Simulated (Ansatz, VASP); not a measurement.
One calculation of Cr, two programs

The input INCAR:

```
SYSTEM = Cr
PREC = Accurate ; ENCUT = 520
EDIFF = 1E-6 ; ISMEAR = 0
SIGMA = 0.1 ; LREAL = .False.
LASPH = .True. ; NELM = 150
ALGO = Normal ; ISIF = 2
LWAVE = .False. ; LCHARG = .True.
ISPIN = 2 ; MAGMOM = 3 3
LORBIT = 11 ; LMAXMIX = 4
GGA = PS ; LELF = .True.
LVHAR = .True. ; NBANDS = 23
```

KPOINTS

```
regular mesh
0
Gamma
  6 6 4
  0 0 0
```

File POSCAR:

```
Cr
1.0
    2.7140000000      0.0000000000      0.0000000000
   -1.3570000000      2.3503929459      0.0000000000
    0.0000000000      0.0000000000      4.4100000000
Cr
2
Direct
    0.3333333333      0.6666666667      0.2500000000
    0.6666666667      0.3333333333      0.7500000000
```

Input for Ansatz:

```yaml
crystal:
  lattice:
    - [2.714, 0.0, 0.0]
    - [-1.357, 2.3503929459, 0.0]
    - [0.0, 0.0, 4.41]
  atoms:
    - { symbol: Cr, position: [0.3333333333, 0.6666666667, 0.25], spin: 3.0 }
    - { symbol: Cr, position: [0.6666666667, 0.3333333333, 0.75], spin: 3.0 }
basis:
  ecutwfc: 420
kpoints:
  mp_grid: { grid: [6, 6, 4] }
hamiltonian:
  xc: pbesol
scf:
  occupations: { method: gaussian, width: 0.1 }
  lower_state_search: "off"
output:
  forces: true
  stress: true
  eigenvalues: true
  populations: true
magnetization:
  spin_polarized: true
```

Alike in both runs: task single point; functional PBEsol; k mesh 6 × 6 × 4; occupations gaussian, width 0.1 eV; collinear spin.

```csv
,VASP,Ansatz
version,VASP 6.6.1,Ansatz 0.2.0
potentials or method,"VASP PAW PBE potentials, release 64 (Cr_pv), cutoff 520 eV","scalar-relativistic, plane waves, PAW"
valence electrons in the cell,24,28
```

VASP gave:

| Quantity | Value |
| --- | --- |
| gap on the k mesh at the Fermi level (eV) | none |
| net moment per atom (μB) | 0.97 |
| size of the moment on the site where the two differ most (μB) | 0.90 |

**Question.** Estimate Ansatz's values.

**Answer.** gap on the k mesh at the Fermi level (eV): none; net moment per atom (μB): 0.95; size of the moment on the site where the two differ most (μB): 0.87.

VASP's potentials were made for PBE, not for PBEsol. Site moments also hang on the region over which each program counts them. A gap of «none» marks a metal or a gap that the smearing closes. VASP's potentials hold 24 valence electrons a cell and Ansatz's 28, so a difference there can come from the potentials and not from the codes.

The k mesh is coarse, so the values compare programs but aren't converged.
